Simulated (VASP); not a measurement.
Here is a VASP 6.6.1 calculation.

Contents of INCAR:

```
SYSTEM = SbC
PREC = Accurate
ENCUT = 520
EDIFF = 1E-7
ISMEAR = 0
SIGMA = 0.1
LREAL = .False.
LASPH = .True.
NELM = 80
ALGO = Normal
ISIF = 2
LWAVE = .False.
LCHARG = .False.
GGA = PE
NBANDS = 28
```

File KPOINTS:

```
Automatic mesh
0
Gamma
  6 12 8
  0 0 0
```

POSCAR

```
SbC
1.0
    6.7408215484      0.0000000000      0.0000000000
    0.0000000000      3.3778501190      0.0000000000
    0.0000000000      0.0000000000      5.6027259699
Sb C
4 4
Direct
    0.1281717453      0.2500000000      0.2650857001
    0.3718282547      0.7500000000      0.7650857001
    0.6281717453      0.2500000000      0.2349142999
    0.8718282547      0.7500000000      0.7349142999
    0.1656375841      0.2500000000      0.6566275960
    0.3343624159      0.7500000000      0.1566275960
    0.6656375841      0.2500000000      0.8433724040
    0.8343624159      0.7500000000      0.3433724040
```

Potentials or basis: VASP PAW PBE potentials, release 64 (Sb, C).

Command:

```console
$ cat potpaw_PBE.64/Sb/POTCAR potpaw_PBE.64/C/POTCAR > POTCAR
$ mpirun -np 1 vasp_std > vasp.out
```

Question: Estimate the pressure.

Answer: 0.1 GPa.

Question: What does it give for the largest force?

Answer: 0.051 eV/Å.

Question: What does it give for the band gap on the k mesh?

Answer: Zero (band 18 reaches 9.61 eV, above the bottom of band 19 at 7.31 eV).

Stress tensor (GPa, compression positive):
```
-0.05  0.00  0.00
 0.00  0.00  0.00
 0.00  0.00  0.25
```

Caveat: spin-orbit coupling is left out, which moves the levels of the heavy elements.
